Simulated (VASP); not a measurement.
# TaN (Fm-3m) in VASP: notebook, part 2 of 2

VASP 6.6.1.

## Step 4: Single point, PBEsol

This run uses another cell than the first one, of 8.81 Å³/atom, 0.844 times its volume.

File INCAR:

```
ALGO = Normal ; EDIFF = 1E-7
ENCUT = 520 ; GGA = PS
ISIF = 2 ; ISMEAR = 0
LASPH = T ; LCHARG = F
LREAL = F ; LWAVE = F
NBANDS = 15 ; NELM = 100
PREC = Accurate ; SIGMA = 0.1
```

File KPOINTS:

```
k-points
0
Gamma
  18 18 18
```

File POSCAR:

```
TaN
1.0
    0.0000000000      2.0653734446      2.0653734446
    2.0653734446      0.0000000000      2.0653734446
    2.0653734446      2.0653734446      0.0000000000
Ta N
1 1
Direct
    0.5000000000      0.5000000000      0.5000000000
    0.0000000000      0.0000000000      0.0000000000
```

The run is started by

```
> cat potpaw_PBE.64/Ta_pv/POTCAR potpaw_PBE.64/N/POTCAR > POTCAR
> mpirun -np 1 vasp_std > vasp.out
```

It took 17 s on 1 thread of Intel Xeon 6975P-C (Granite Rapids), shared host; peak memory 0.18 GiB.

It converged, with:

- Free energy: -22.3777 eV
- Pressure: 92.6 GPa
- Band gap on the k mesh: zero (band 8 reaches 14.17 eV, above the bottom of band 9 at 8.90 eV)

Levels at points of the mesh, in eV from the Fermi level:
| k point | band 5 | band 6 | band 7 | band 8 | band 9 | band 10 | band 11 | band 12 |
| --- | --- | --- | --- | --- | --- | --- | --- | --- |
| (0.00, 0.00, 0.00) | -4.33 | -4.33 | -4.33 | -2.74 | -2.74 | -2.74 | 0.05 | 0.05 |
| (0.50, 0.00, 0.00) | -12.03 | -9.07 | -9.07 | 2.54 | 2.54 | 2.67 | 4.47 | 9.78 |
| (0.50, 0.50, 0.00) | -6.95 | -6.82 | -4.98 | -4.98 | 2.76 | 4.75 | 4.75 | 6.86 |

Caveat: the PAW data sets were made with another functional, which shifts forces and pressure a little; spin-orbit coupling is left out, which moves the levels of the heavy elements.

## Step 5: Relaxation of cell and atoms, PBEsol, target pressure 50 GPa, at which the enthalpy is minimised

This run uses another cell than the first one, of 9.36 Å³/atom, 0.896 times its volume.

File INCAR:

```
PREC = Accurate
ENCUT = 600
EDIFF = 1E-6
ISMEAR = 0
SIGMA = 0.1
LREAL = F
LASPH = T
NELM = 100
ALGO = Normal
ISIF = 3
LWAVE = F
LCHARG = F
GGA = PS
IBRION = 2
NSW = 70
EDIFFG = -0.008
PSTRESS = 500.0
```

File KPOINTS:

```
Automatic mesh
0
Gamma
  16 16 16
```

File POSCAR:

```
TaN
1.0
    0.0000000000      2.1072442947      2.1072442947
    2.1072442947      0.0000000000      2.1072442947
    2.1072442947      2.1072442947      0.0000000000
Ta N
1 1
Direct
    0.5000000000      0.5000000000      0.5000000000
    0.0000000000      0.0000000000      0.0000000000
```

The run is started by

```
> cat potpaw_PBE.64/Ta_pv/POTCAR potpaw_PBE.64/N/POTCAR > POTCAR
> mpirun -np 1 vasp_std > vasp.out
```

Wall time 22 s (1 thread of Intel Xeon 6975P-C (Granite Rapids), shared host); peak memory 0.18 GiB.

The run converged. Its results:

```yaml
Free_energy: -22.9022 eV
Relaxed_volume: 9.41 Å³/atom
Relaxed_cell: a = 2.986 Å, b = 2.986 Å, c = 2.986 Å, α = 60.00°, β = 60.00°, γ = 60.00°
Space_group_after_relaxing_to_0.05_Å: Fm-3m (No. 225)
Energy_change_on_relaxing_the_enthalpy_is_what_falls: -17.2 meV/atom
Ionic_steps: 3
Pressure_after_relaxing: 49.9 GPa
Band_gap_on_the_k_mesh: zero (band 8 reaches 13.12 eV, above the bottom of band 9 at 8.31 eV)
```

Step by step:
```
step  energy change (eV)  largest force (eV/Å)  pressure (GPa)  volume (Å³)
   1              0.0000                0.0000           53.24        18.71
   2             -0.1471                0.0000           38.32        19.23
   3             -0.0345                0.0000           49.94        18.82
```

Final structure:
```yaml
crystal:
  lattice:
    - [0.00000, 2.11125, 2.11125]
    - [2.11125, 0.00000, 2.11125]
    - [2.11125, 2.11125, 0.00000]
  atoms:
    - { symbol: Ta, position: [0.50000, 0.50000, 0.50000] }
    - { symbol: N, position: [0.00000, 0.00000, 0.00000] }
```

Levels at points of the mesh, in eV from the Fermi level:
| k point | band 4 | band 5 | band 6 | band 7 | band 8 | band 9 | band 10 | band 11 | band 12 |
| --- | --- | --- | --- | --- | --- | --- | --- | --- | --- |
| (0.00, 0.00, 0.00) | -19.81 | -4.13 | -4.13 | -4.13 | -2.49 | -2.49 | -2.49 | 0.06 | 0.06 |
| (0.50, 0.00, 0.00) | -15.91 | -11.43 | -8.51 | -8.51 | 2.32 | 2.32 | 2.44 | 4.24 | 8.96 |
| (0.50, 0.50, 0.00) | -18.54 | -6.79 | -6.39 | -4.85 | -4.85 | 2.53 | 4.32 | 4.32 | 6.00 |

Caveat: the cell is relaxed towards a set pressure, so the enthalpy falls and the energy may rise; the PAW data sets were made with another functional, which shifts forces and pressure a little; spin-orbit coupling is left out, which moves the levels of the heavy elements.

## Step 6: Relaxation of cell and atoms, PBEsol, target pressure 25 GPa, at which the enthalpy is minimised

This run uses another cell than the first one, of 9.84 Å³/atom, 0.942 times its volume.

File INCAR:

```
SYSTEM = TaN
PREC = Accurate ; ENCUT = 600
EDIFF = 1E-7 ; ISMEAR = 0
SIGMA = 0.1 ; LREAL = .False.
LASPH = .True. ; NELM = 80
ALGO = Normal ; ISIF = 3
LWAVE = .False. ; LCHARG = .False.
GGA = PS ; IBRION = 2
NSW = 70 ; EDIFFG = -0.008
PSTRESS = 250.0
```

File KPOINTS:

```
Automatic mesh
0
Gamma
  16 16 16
  0 0 0
```

File POSCAR:

```
TaN
1.0
    0.0000000000      2.1427903765      2.1427903765
    2.1427903765      0.0000000000      2.1427903765
    2.1427903765      2.1427903765      0.0000000000
Ta N
1 1
Direct
    0.5000000000      0.5000000000      0.5000000000
    0.0000000000      0.0000000000      0.0000000000
```

Potentials or basis: VASP PAW PBE potentials, release 64 (Ta_pv, N).

The run is started by

```
> cat potpaw_PBE.64/Ta_pv/POTCAR potpaw_PBE.64/N/POTCAR > POTCAR
> mpirun -np 1 vasp_std > vasp.out
```

OUTCAR:

```text
SYSTEM = TaN
   PREC = Accurate
   ENCUT = 600
   EDIFF = 1E-7
   ISMEAR = 0
   LREAL = .False.
   LASPH = .True.
   NELM = 80
   ISIF = 3
   GGA = PS
   IBRION = 2
   NSW = 70
   EDIFFG = -0.008
   PSTRESS = 250.0

 ion  position               nearest neighbor table
   1  0.500  0.500  0.500-   2 2.14   2 2.14   2 2.14   2 2.14   2 2.14   2 2.14
   2  0.000  0.000  0.000-   1 2.14   1 2.14   1 2.14   1 2.14   1 2.14   1 2.14

  LATTYP: Found a face centered cubic cell.
 ALAT       =     4.2855807530

  Lattice vectors:

 A1 = (   0.0000000000,   2.1427903765,   2.1427903765)
 A2 = (   2.1427903765,   0.0000000000,   2.1427903765)
 A3 = (   2.1427903765,   2.1427903765,   0.0000000000)

Analysis of symmetry for initial positions (statically):
=====================================================================
 Subroutine PRICEL returns:
 Original cell was already a primitive cell.

 Routine SETGRP: Setting up the symmetry group for a
[... 259 lines left out ...]
 fundamental gap:      0.0173018641
 Fermi energy:        10.2175630325

 k-point     1 :       0.0000    0.0000    0.0000
  band No.  band energies     occupation
      1     -25.3327      2.00000
      2     -25.3327      2.00000
      3     -25.3327      2.00000
      4      -9.1931      2.00000
      5       6.2235      2.00000
      6       6.2235      2.00000
      7       6.2235      2.00000
      8       7.8820      2.00000
      9       7.8820      2.00000
     10       7.8820      2.00000
     11      10.2693      0.46415
     12      10.2693      0.46415
[... 331 lines left out ...]
 k-point    24 :      -0.0625    0.0625    0.0000
  band No.  band energies     occupation
      1     -25.4464      2.00000
      2     -25.3619      2.00000
      3     -25.3349      2.00000
      4      -8.9015      2.00000
      5       4.9333      2.00000
      6       5.2256      2.00000
      7       5.6034      2.00000
      8       8.0731      2.00000
      9       8.3366      2.00000
     10       8.6722      2.00000
     11      10.7776      0.00000
     12      11.7003      0.00000

 [... further k-points ...]
[... 5 lines left out ...]
  --------------------------------------------------------------------------------------
  -------------------------------------------------------------------------------------
  Total        3.0830783      3.0830783      3.0830783      0.0000000      0.0000000      0.0000000
  in kB      250.0160562    250.0160562    250.0160562      0.0000000      0.0000000      0.0000000
  external PRESSURE =       0.0160562 kB  Pullay stress =     250.0000000 kB
[... 21 lines left out ...]
  energy  without entropy=      -23.1145550621  energy(sigma->0) =      -23.11719566

  enthalpy is  TOTEN    =       -20.0369559306 eV   P V=        3.0828803372

 reached required accuracy - stopping structural energy minimisation
```

CONTCAR:

```text
TaN
   1.00000000000000
    -0.0000000000000000    2.1456839301672845    2.1456839301672845
     2.1456839301672845    0.0000000000000000    2.1456839301672845
     2.1456839301672845    2.1456839301672845    0.0000000000000000
  Ta              N
     1     1
Direct
     0.5000000000000000    0.5000000000000000    0.5000000000000000
     0.0000000000000000    0.0000000000000000    0.0000000000000000

  0.00000000E+00  0.00000000E+00  0.00000000E+00
  0.00000000E+00  0.00000000E+00  0.00000000E+00
```

It took 23 s on 1 thread of Intel Xeon 6975P-C (Granite Rapids), shared host; peak memory 0.18 GiB.

Results:

| Property | Result |
| --- | --- |
| Free energy | -23.1198 eV |
| Relaxed volume | 9.88 Å³/atom |
| Relaxed cell | a = 3.034 Å, b = 3.034 Å, c = 3.034 Å, α = 60.00°, β = 60.00°, γ = 60.00° |
| Space group after relaxing (to 0.05 Å) | Fm-3m (No. 225) |
| Energy change on relaxing (the enthalpy is what falls) | -6.5 meV/atom |
| Ionic steps | 3 |
| Pressure after relaxing | 25.0 GPa |
| Band gap on the k mesh | zero (band 8 reaches 12.37 eV, above the bottom of band 9 at 7.88 eV) |

The path:
| step | energy change (eV) | largest force (eV/Å) | pressure (GPa) | volume (Å³) |
| --- | --- | --- | --- | --- |
| 1 | 0.0000 | 0.0000 | 26.90 | 19.68 |
| 2 | -0.0479 | 0.0000 | 19.23 | 20.01 |
| 3 | -0.0129 | 0.0000 | 25.00 | 19.76 |

Final structure:
```
CELL_PARAMETERS angstrom
0.00000 2.14568 2.14568
2.14568 0.00000 2.14568
2.14568 2.14568 0.00000
ATOMIC_POSITIONS crystal
Ta 0.50000 0.50000 0.50000
N 0.00000 0.00000 0.00000
```

Caveat: the cell is relaxed towards a set pressure, so the enthalpy falls and the energy may rise; the PAW data sets were made with another functional, which shifts forces and pressure a little; spin-orbit coupling is left out, which moves the levels of the heavy elements.

## Step 7: Overview

```csv
task,cell,k mesh,cutoff (eV),gap on the mesh (eV),pressure (GPa)
single point,"a = 3.091 Å, angles 60.0°, 2 atoms",16 × 16 × 16,520,none,2.0
single point,"a = 3.083 Å, angles 60.0°, 2 atoms",16 × 16 × 16,520,none,5.1
single point,"a = 2.921 Å, angles 60.0°, 2 atoms",18 × 18 × 18,520,none,92.6
relaxation of cell and atoms,"relaxed to 50 GPa from a = 2.980 Å, angles 60.0°, 2 atoms",16 × 16 × 16,600,none,49.9
relaxation of cell and atoms,"relaxed to 25 GPa from a = 3.030 Å, angles 60.0°, 2 atoms",16 × 16 × 16,600,none,25.0
```

Alike in all rows: level PBEsol; potentials or basis VASP PAW PBE potentials, release 64 (Ta_pv, N); no spin polarisation; smearing gaussian 0.1 eV.

Caveats: the PAW data sets were made with another functional, which shifts forces and pressure a little; spin-orbit coupling is left out, which moves the levels of the heavy elements; the cell is relaxed towards a set pressure, so the enthalpy falls and the energy may rise (some runs).

Absolute energies hang on the potentials; compare differences alone.
